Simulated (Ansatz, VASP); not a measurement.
## Yb: VASP beside Ansatz

```xyz
1
Lattice="-1.9124 1.9124 1.9124 1.9124 -1.9124 1.9124 1.9124 1.9124 -1.9124" Properties=species:S:1:pos:R:3 pbc="T T T"
Yb    0.0000    0.0000    0.0000
```

Alike in both runs: task single point; functional PBEsol; k mesh 13 × 13 × 13; occupations fermi-dirac, width 0.1 eV; no spin polarisation.

```csv
,VASP,Ansatz
version,VASP 6.6.1,Ansatz 0.2.0
potentials or method,"VASP PAW PBE potentials, release 64 (Yb), cutoff 520 eV","plane waves (420 eV) with PAW, scalar-relativistic"
valence electrons in the cell,24,24
```

|  | VASP | Ansatz | Ansatz less VASP |
| --- | --- | --- | --- |
| pressure (GPa) | 4.6 | 3.8 | -0.85 |

VASP's potentials were made for PBE, not for PBEsol, and Ansatz warns of the same on its side.

Spin-orbit coupling is off throughout.
